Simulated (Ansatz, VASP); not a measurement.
One calculation of SiC, two programs

```
Si C
1.0
     3.01385    0.00000    0.00000
    -1.50692    2.61007    0.00000
     0.00000    0.00000    5.06669
Si C
2 2
Direct
  0.33333 0.66667 0.00088
  0.66667 0.33333 0.50088
  0.33333 0.66667 0.37412
  0.66667 0.33333 0.87412
```

Change from the starting cell: epitaxial_xy strain -2.0%.

Alike in both runs: task single point; functional r2SCAN; k mesh 12 × 12 × 6; no spin polarisation.

|  | VASP | Ansatz |
| --- | --- | --- |
| version | VASP 6.6.1 | Ansatz 0.2.0 |
| potentials or method | VASP PAW PBE potentials, release 64 (Si, C) | plane waves, PAW |
| plane-wave cutoff (eV) | 520 | 500 |
| occupations | gaussian, width 0.01 eV | fixed |
| valence electrons in the cell | 16 | 16 |

|  | VASP | Ansatz | Ansatz less VASP |
| --- | --- | --- | --- |
| gap on the k mesh at the Fermi level (eV) | 2.40 | 2.40 | -0.006 |
| pressure (GPa) | 8.9 | 9.1 | +0.22 |
| traceless stress, the component that is largest in VASP (GPa) | -9.22 | -9.18 | +0.045 |

VASP's potentials were made for PBE, not for r2SCAN.
